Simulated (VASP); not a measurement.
A run of VASP 6.6.1 is set up as follows.

File INCAR:

```
PREC = Accurate
ENCUT = 520
EDIFF = 1E-6
ISMEAR = 1
SIGMA = 0.1
LREAL = False
LASPH = True
NELM = 80
ALGO = Normal
ISIF = 2
LWAVE = False
LCHARG = False
GGA = PS
NBANDS = 16
```

The input KPOINTS:

```
Automatic mesh
0
Gamma
  6 6 6
```

The input POSCAR:

```
LaTe
1.0
    0.0000000000      3.3218774115      3.3218774115
    3.3218774115      0.0000000000      3.3218774115
    3.3218774115      3.3218774115      0.0000000000
La Te
1 1
Direct
    0.0000000000      0.0000000000      0.0000000000
    0.5000000000      0.5000000000      0.5000000000
```

Potentials or basis: VASP PAW PBE potentials, release 64 (La, Te).

Run with:

```console
$ cat potpaw_PBE.64/La/POTCAR potpaw_PBE.64/Te/POTCAR > POTCAR
$ mpirun -np 1 vasp_std > vasp.out
```

(1) Estimate the pressure.

Answers

(1) -5.6 GPa.

Caveat: the PAW data sets were made with another functional, which shifts forces and pressure a little.
